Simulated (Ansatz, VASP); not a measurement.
One calculation of MoS2, two programs

```
Mo S
1.0
     3.18558    0.00000    0.00000
    -1.59279    2.75880    0.00000
     0.00000    0.00000   14.51045
Mo S
2 4
Direct
  0.33333 0.66667 0.25000
  0.66667 0.33333 0.75000
  0.33333 0.66667 0.64232
  0.66667 0.33333 0.14232
  0.33333 0.66667 0.85768
  0.66667 0.33333 0.35768
```

Alike in both runs: functional PBE; k mesh 12 × 12 × 2; occupations gaussian, width 0.02 eV; no spin polarisation.

Ansatz relaxed the structure, and its values are those at the end. VASP's run is a single point on that final structure, the one shown.

|  | VASP | Ansatz |
| --- | --- | --- |
| version | VASP 6.6.1 | Ansatz 0.2.0 |
| potentials or method | VASP PAW PBE potentials, release 64 (Mo_sv, S), cutoff 520 eV | scalar-relativistic, plane waves, PAW |
| valence electrons in the cell | 52 | 52 |

```tsv
	VASP	Ansatz	Ansatz less VASP
gap on the k mesh at the Fermi level (eV)	1.42	1.41	-0.013
least direct gap on the mesh (eV)	1.66	1.66	-0.004
pressure (GPa)	-0.1	0.0	+0.11
rms of the force components (eV/Å)	0.007	0.002	-0.0055
```

The functional is the same, so the differences come from potentials, cutoffs and numerics.
